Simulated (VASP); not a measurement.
Runs of VASP 6.6.1 on Lu. The structure is that of space group Fd-3m (No. 227), or close to it. The cells are those of the table. This isn't the form of Lu at room conditions, which is hcp.

```csv
task,cell,k mesh,cutoff (eV),gap on the mesh (eV),pressure (GPa)
single point,"a = 5.206 Å, angles 60.0°, 2 atoms",9 × 9 × 9,520,none,(a)
single point,"a = 4.935 Å, angles 60.0°, 2 atoms",9 × 9 × 9,520,none,1.0
single point,"a = 5.074 Å, angles 60.0°, 2 atoms",9 × 9 × 9,520,none,0.1
single point,"a = 4.862 Å, angles 60.0°, 2 atoms",9 × 9 × 9,520,none,(b)
single point,"a = 5.074 Å, angles 60.0°, 2 atoms",8 × 8 × 8,520,none,0.1
single point,"a = 5.269 Å, angles 60.0°, 2 atoms",9 × 9 × 9,520,none,-1.2
single point,"a = 5.005 Å, angles 60.0°, 2 atoms",9 × 9 × 9,520,none,0.5
relaxation of cell and atoms,"relaxed from a = 4.829 Å, angles 60.0°, 2 atoms",8 × 8 × 8,600,none,0.0
```

Alike in all rows: level PBEsol; potentials or basis VASP PAW PBE potentials, release 64 (Lu); no spin polarisation; smearing fermi-dirac 0.1 eV.

Question: Estimate the missing entries.

Answer: (a) -0.8; (b) 1.4.

Caveats: the PAW data sets were made with another functional, which shifts forces and pressure a little; spin-orbit coupling is left out, which moves the levels of the heavy elements.

A k mesh can miss the band edges, and the runs leave out spin-orbit coupling on Lu.

A gap of «none» marks levels without a gap at the run's occupations.
